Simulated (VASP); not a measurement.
Crystal: CaTa2.

```
Ca Ta
1.0
     3.25039    0.00000    0.00000
    -1.62520    2.81492    0.00000
     0.00000    0.00000   12.64270
Ca Ta
2 4
Direct
  0.33333 0.66667 0.25000
  0.66667 0.33333 0.75000
  0.33333 0.66667 0.62750
  0.66667 0.33333 0.12750
  0.33333 0.66667 0.87250
  0.66667 0.33333 0.37250
```

* Program: VASP 6.6.1
* Task: relaxation of cell and atoms
* Functional: PBE
* Potentials or basis: VASP PAW PBE potentials, release 64 (Ca_sv, Ta_pv)
* Cutoff: 600 eV
* k mesh: 6 × 6 × 2
* Occupations: gaussian, width 0.1 eV
* Spin: no spin polarisation

At the start: pressure 24.9 GPa; volume 19.28 Å³/atom.

Q: Where does the relaxation end?

A: Over 16 steps the energy falls by 2597.8 meV/atom and the volume is 21.45 Å³/atom (+11.2 %); space group P6_3/mmc (No. 194, to 0.1 Å) before and after.

Step by step:
```
step  energy change (eV)  largest force (eV/Å)  pressure (GPa)  volume (Å³)
   1              0.0000                6.1752           24.91       115.68
   2             -6.4862                3.0764          -12.50       173.40
   3             -6.5429                3.4074          -10.78       166.20
   4            -12.9042                1.8281          -14.84       156.27
   5            -14.6270                0.5997          -12.27       150.37
   6            -12.9408                2.8289           12.39       136.97
   7            -14.9226                0.1466           -8.82       147.51
   8            -14.8181                1.9830           15.08       117.83
   9            -15.3908                0.9343            0.26       132.48
  10            -15.3911                0.9550            0.53       132.13
  11            -15.5360                0.5336            0.51       129.74
  12            -15.5692                0.1403            0.77       128.24
  13            -15.5696                0.0888            0.82       128.04
  14            -15.5796                0.0779           -1.19       130.24
  15            -15.5813                0.0303           -0.64       129.62
  16            -15.5865                0.0022            0.08       128.67
```

Final structure:
```
Ca Ta
1.0
     3.01549    0.00000    0.00000
    -1.50775    2.61149    0.00000
     0.00000    0.00000   16.33943
Ca Ta
2 4
Direct
  0.33333 0.66667 0.25000
  0.66667 0.33333 0.75000
  0.33333 0.66667 0.57663
  0.66667 0.33333 0.07663
  0.33333 0.66667 0.92337
  0.66667 0.33333 0.42337
```

Caveat: the k points lie up to 0.40 Å⁻¹ apart in the final cell, too coarse for converged energies and pressures of a metal; a cell axis changed by over 15 % at a fixed basis, so the end point is rough.
